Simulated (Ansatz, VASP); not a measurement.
# Ru in VASP and in Ansatz

The input INCAR:

```
PREC = Accurate
ENCUT = 520
EDIFF = 1E-7
ISMEAR = -1
SIGMA = 0.1
LREAL = False
LASPH = True
NELM = 80
ALGO = Normal
ISIF = 2
LWAVE = False
LCHARG = False
GGA = PS
NBANDS = 13
```

The input KPOINTS:

```
Automatic mesh
0
Gamma
  16 16 16
```

The input POSCAR:

```
Ru
1.0
   -1.4893493473      1.4893493473      1.4893493473
    1.4893493473     -1.4893493473      1.4893493473
    1.4893493473      1.4893493473     -1.4893493473
Ru
1
Direct
    0.0000000000      0.0000000000      0.0000000000
```

Input for Ansatz:

```yaml
crystal:
  lattice:
    - [-1.4893493473, 1.4893493473, 1.4893493473]
    - [1.4893493473, -1.4893493473, 1.4893493473]
    - [1.4893493473, 1.4893493473, -1.4893493473]
  atoms:
    - { symbol: Ru, position: [0.0, 0.0, 0.0] }
hamiltonian:
  xc: pbesol
  pseudopotentials:
    kind: paw
    azcp:
      Ru: "pseudopotentials/Ru.paw.azcp"
basis:
  ecutwfc: 420
  fft_grid_basis: typed
kpoints:
  mp_grid: { grid: [16, 16, 16], shift: [0, 0, 0] }
magnetization:
  spin_polarized: false
scf:
  occupations: { method: fermi_dirac, width: 0.1 }
  lower_state_search: "off"
output:
  stress: true
  write_density: true
  write_potential: true
  elf: true
  volumetric_format: npy
```

Alike in both runs: task single point; functional PBEsol; k mesh 16 × 16 × 16; occupations fermi-dirac, width 0.1 eV; no spin polarisation.

```csv
,VASP,Ansatz
version,VASP 6.6.1,Ansatz 0.2.0
potentials or method,"VASP PAW PBE potentials, release 64 (Ru_pv), cutoff 520 eV","plane waves (420 eV) with PAW, scalar-relativistic"
valence electrons in the cell,14,16
```

```csv
,VASP,Ansatz,Ansatz less VASP
pressure (GPa),14.1,14.1,-0.01
```

VASP's potentials were made for PBE, not for PBEsol, and Ansatz warns of the same on its side. VASP's potentials hold 14 valence electrons a cell and Ansatz's 16, so a difference there can come from the potentials and not from the codes.
